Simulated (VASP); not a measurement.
HgTe, 2 atoms in the cell. It takes space group F-43m (No. 216, cubic). Conventional cell: a = 6.520 Å, b = 6.520 Å, c = 6.520 Å, α = 90.00°, β = 90.00°, γ = 90.00°. Within 3.7 Å of Hg (site symmetry -43m) lie 4 Te at 2.82 Å. Within 3.7 Å of Te (site symmetry -43m) lie 4 Hg at 2.82 Å. 

| Quantity | Value |
| --- | --- |
| Program | VASP 6.6.1 |
| Task | single point |
| Functional | PBE |
| Potentials or basis | VASP PAW PBE potentials, release 64 (Hg, Te) |
| Cutoff | 500 eV |
| k mesh | 6 × 6 × 6 |
| Occupations | gaussian, width 0.05 eV |
| Spin | no spin polarisation |
| Dipole correction | no |
| Further INCAR settings | ALGO = Normal; EDIFF = 1e-06; NBANDS = 16 |

Potentials or basis: VASP PAW PBE potentials, release 64 (Hg, Te).

Command:

```console
$ cat potpaw_PBE.64/Hg/POTCAR potpaw_PBE.64/Te/POTCAR > POTCAR
$ mpirun -np 1 vasp_std > vasp.out
```

Hardware: 1 thread of Intel Xeon 8259CL, with other jobs on the host.

Q: Estimate the wall time of this run.

A: Run time: 28 s on 1 thread of Intel Xeon 8259CL (shared host), peak memory 0.21 GiB. Counts: scf iterations 13, k points 16.
